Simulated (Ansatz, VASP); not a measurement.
# Fe in VASP and in Ansatz

```
Fe
1.0
     2.55376    0.00000    0.00000
    -1.27688    2.21162    0.00000
     0.00000    0.00000    8.34057
Fe
4
Cartesian
  0.0000 0.0000 0.0000
  0.0000 0.0000 4.1703
  0.0000 1.4744 2.0851
  1.2769 0.7372 6.2554
```

Alike in both runs: task relaxation of cell and atoms; functional LDA; k mesh 14 × 14 × 4; occupations fermi-dirac, width 0.1 eV; no spin polarisation.

|  | VASP | Ansatz |
| --- | --- | --- |
| version | VASP 6.6.1 | Ansatz 0.2.0 |
| potentials or method | VASP PAW LDA potentials, release 64 (Fe), cutoff 600 eV | plane waves (420 eV) with PAW, scalar-relativistic |
| valence electrons in the cell | 32 | 64 |

```tsv
	VASP	Ansatz	Ansatz less VASP
relaxed volume (Å³/atom)	9.59	9.60	+0.010
relaxed cell length with the largest relative difference (Å)	7.712	7.715	+0.0036
```

Ansatz warns that its potentials were made for another functional, while VASP's fit it. LDA's correlation is that of Perdew and Zunger in VASP and of Perdew and Wang (1992) in Ansatz. VASP's potentials hold 32 valence electrons a cell and Ansatz's 64, so a difference there can come from the potentials and not from the codes.

Noted on VASP's run: the volume moved by over 15 % at a fixed basis, so the end points are rough; too few bands were computed for a metal, which touches its energy and stress.
